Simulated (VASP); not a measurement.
Here is a VASP 6.6.1 calculation.

The input INCAR:

```
SYSTEM = CdS
ALGO     = Normal         ! electronic algorithm
EDIFF    = 1E-6           ! SCF threshold, eV
ENCUT    = 500            ! plane-wave cutoff, eV
GGA      = PE             ! functional
GGA_COMPAT= .False.      
ISIF     = 2              ! what is computed and relaxed
ISMEAR   = 0              ! smearing method
IVDW     = 12             ! dispersion correction
LASPH    = .True.         ! aspherical terms in the spheres
LCHARG   = .False.        ! write CHGCAR
LREAL    = .False.        ! projectors in reciprocal space
LWAVE    = .False.        ! write WAVECAR
NBANDS   = 16             ! bands
NELM     = 120            ! most SCF steps
PREC     = Accurate       ! precision mode
SIGMA    = 0.01           ! smearing width, eV
```

Contents of KPOINTS:

```
k-points
0
Gamma
  12 12 12
  0 0 0
```

File POSCAR:

```
CdS
1.0
    0.0000000000      2.7110540904      2.7110540904
    2.7110540904      0.0000000000      2.7110540904
    2.7110540904      2.7110540904      0.0000000000
Cd S
1 1
Direct
    0.0000000000      0.0000000000      0.0000000000
    0.5000000000      0.5000000000      0.5000000000
```

Potentials or basis: VASP PAW PBE potentials, release 64 (Cd, S).

The run is started by

```bash
$ cat potpaw_PBE.64/Cd/POTCAR potpaw_PBE.64/S/POTCAR > POTCAR
$ mpirun -np 1 vasp_std > vasp.out
```

Question: Predict the pressure.

Answer: 0.4 GPa.

Question: Estimate the dispersion energy per atom.

Answer: -0.391 eV.

Question: Estimate the band gap on the k mesh.

Answer: 0.25 eV, indirect (least direct gap 1.84 eV).

A k mesh can miss the band edges.
